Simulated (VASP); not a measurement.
Set up this calculation in VASP 6.6.1, as the native input.

```
Task                   : single point
Functional             : PBE
Potentials or basis    : VASP PAW PBE potentials, release 64 (Si, C)
Cutoff                 : 520 eV
k mesh                 : 10 × 10 × 5
Occupations            : gaussian, width 0.028 eV
Spin                   : no spin polarisation
Dipole correction      : no
Further INCAR settings : ALGO = Normal; EDIFF = 1e-06; NBANDS = 16
```

The structure of SiC lies in POSCAR:

```
SiC
1.0
    3.0760000000      0.0000000000      0.0000000000
   -1.5380000000      2.6638941420      0.0000000000
    0.0000000000      0.0000000000      5.0480000000
Si C
2 2
Direct
    0.6666666667      0.3333333333      0.5000000000
    0.3333333333      0.6666666667      0.0000000000
    0.6666666667      0.3333333333      0.8850000000
    0.3333333333      0.6666666667      0.3850000000
```

The input as run:

INCAR

```
PREC = Accurate ; ENCUT = 520
EDIFF = 1E-6 ; ISMEAR = 0
SIGMA = 0.028000000000000004 ; LREAL = F
LASPH = T ; NELM = 80
ALGO = Normal ; ISIF = 2
LWAVE = F ; LCHARG = T
GGA = PE ; LELF = T
LVHAR = T ; NBANDS = 16
```

KPOINTS

```
regular mesh
0
Gamma
  10 10 5
```

Potentials or basis: VASP PAW PBE potentials, release 64 (Si, C).

Launch:

```bash
$ cat potpaw_PBE.64/Si/POTCAR potpaw_PBE.64/C/POTCAR > POTCAR
$ mpirun -np 1 vasp_std > vasp.out
```

Results of the run:

The pressure is 3.6 GPa, the largest force is 0.753 eV/Å and the band gap on the k mesh is 2.48 eV (least direct gap 4.08 eV).

Caveat: the cell stands under pressure.

Run time: 30 s on 1 thread of Intel Xeon 8259CL, on a shared host, peak memory 0.16 GiB.
